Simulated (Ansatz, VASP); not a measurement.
# GaAs in VASP and in Ansatz

```xyz
2
Lattice="0.0000 2.8269 2.8269 2.8269 0.0000 2.8269 2.8269 2.8269 0.0000" Properties=species:S:1:pos:R:3 pbc="T T T"
Ga    0.0000    0.0000    0.0000
As    4.2403    4.2403    4.2403
```

Alike in both runs: task single point; functional r2SCAN; dispersion D4; k mesh 8 × 8 × 8; occupations gaussian, width 0.05 eV; no spin polarisation.

|  | VASP | Ansatz |
| --- | --- | --- |
| version | VASP 6.6.1 | Ansatz 0.2.0 |
| potentials or method | VASP PAW PBE potentials, release 64 (Ga_d, As), cutoff 520 eV | scalar-relativistic, plane waves, PAW |
| valence electrons in the cell | 18 | 28 |

|  | VASP | Ansatz | Ansatz less VASP |
| --- | --- | --- | --- |
| gap on the k mesh at the Fermi level (eV) | 1.00 | 1.02 | +0.019 |
| least direct gap on the mesh (eV) | 1.00 | 1.02 | +0.019 |
| pressure (GPa) | -0.3 | -0.4 | -0.12 |

VASP's potentials were made for PBE, not for r2SCAN. VASP's potentials hold 18 valence electrons a cell and Ansatz's 28, so a difference there can come from the potentials and not from the codes.
